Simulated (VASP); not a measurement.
Write the native input for VASP 6.6.1 that does the following.

| Property | Result |
| --- | --- |
| Task | single point |
| Functional | PBEsol |
| Potentials or basis | VASP PAW PBE potentials, release 64 (Sr_sv, Ti_sv, O) |
| Cutoff | 520 eV |
| k mesh | 8 × 8 × 8 |
| Occupations | gaussian, width 0.02 eV |
| Spin | no spin polarisation |
| Dipole correction | no |
| Further INCAR settings | ALGO = Normal; EDIFF = 1e-06; NBANDS = 51 |

The structure of SrTiO3 lies in POSCAR:

```
SrTiO3
1.0
   -2.8373390233      2.8373390233      4.0154938178
    2.8373390233     -2.8373390233      4.0154938178
    2.8373390233      2.8373390233     -4.0154938178
Sr Ti O
2 2 6
Direct
    0.7500000000      0.2500000000      0.5000000000
    0.2500000000      0.7500000000      0.5000000000
    0.0000000000      0.0000000000      0.0000000000
    0.5000000000      0.5000000000      0.0000000000
    0.2500000000      0.2500000000      0.0000000000
    0.7500000000      0.7500000000      0.0000000000
    0.7413042007      0.2413042007      0.9826084015
    0.2413042007      0.2586957993      0.5000000000
    0.2586957993      0.7586957993      0.0173915985
    0.7586957993      0.7413042007      0.5000000000
```

This cell differs from its parent crystal: volume scaled by 1.10, then relaxed in part.

These files were run (other wordings do the same):

INCAR

```
SYSTEM = SrTiO3
ALGO = Normal ; EDIFF = 1E-6
ENCUT = 520 ; GGA = PS
ISIF = 2 ; ISMEAR = 0
LASPH = .TRUE. ; LCHARG = .TRUE.
LELF = .TRUE. ; LREAL = .FALSE.
LVHAR = .TRUE. ; LWAVE = .FALSE.
NBANDS = 51 ; NELM = 60
PREC = Accurate ; SIGMA = 0.02
```

KPOINTS

```
k-points
0
G
  8 8 8
  0 0 0
```

Potentials or basis: VASP PAW PBE potentials, release 64 (Sr_sv, Ti_sv, O).

Launch:

```console
$ cat potpaw_PBE.64/Sr_sv/POTCAR potpaw_PBE.64/Ti_sv/POTCAR potpaw_PBE.64/O/POTCAR > POTCAR
$ mpirun -np 1 vasp_std > vasp.out
```

Results of the run:

```
Pressure               : -13.6 GPa
Band gap on the k mesh : 1.67 eV
```

Caveat: the PAW data sets were made with another functional, which shifts forces and pressure a little.

It used 930 s of CPU time on 1 thread of AMD EPYC 7R13 Processor (Zen 3) (shared host).
